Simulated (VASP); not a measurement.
Write the native input for VASP 6.6.1 that does the following.

- Task: single point
- Functional: LDA
- Potentials or basis: VASP PAW PBE potentials, release 64 (Eu)
- Cutoff: 520 eV
- k mesh: 16 × 16 × 16
- Occupations: fermi-dirac, width 0.05 eV
- Spin: collinear spin, ferromagnetic start
- Starting moments: [7.0] μB
- Dipole correction: no
- Further INCAR settings: ALGO = Fast; EDIFF = 1e-06; NBANDS = 18

The structure of Eu lies in POSCAR:

```
Eu
1.0
   -2.0524795239      2.0524795239      2.0524795239
    2.0524795239     -2.0524795239      2.0524795239
    2.0524795239      2.0524795239     -2.0524795239
Eu
1
Direct
    0.0000000000      0.0000000000      0.0000000000
```

The input as run:

INCAR

```
SYSTEM = Eu
PREC = Accurate
ENCUT = 520
EDIFF = 1E-6
ISMEAR = -1
SIGMA = 0.05
LREAL = .False.
LASPH = .True.
NELM = 150
ALGO = Fast
ISIF = 2
LWAVE = .False.
LCHARG = .False.
ISPIN = 2
MAGMOM = 7
LORBIT = 11
LMAXMIX = 6
GGA = CA
NBANDS = 18
```

KPOINTS

```
Automatic mesh
0
Gamma
  16 16 16
  0 0 0
```

Potentials or basis: VASP PAW PBE potentials, release 64 (Eu).

The run is started by

```bash
$ cat potpaw_PBE.64/Eu/POTCAR > POTCAR
$ mpirun -np 1 vasp_std > vasp.out
```

Results of the run:

* Pressure: -0.3 GPa
* Net moment: 7.13 μB per cell
* Site moments: Eu +6.64 μB
* Valence electrons inside the program's atomic spheres: Eu 14.72

Caveat: the PAW data sets were made with another functional, which shifts forces and pressure a little.

Wall time 3.9 min on 1 thread of Intel(R) Xeon(R) 6975P-C (Granite Rapids), with other jobs on the host, peak memory 0.28 GiB.
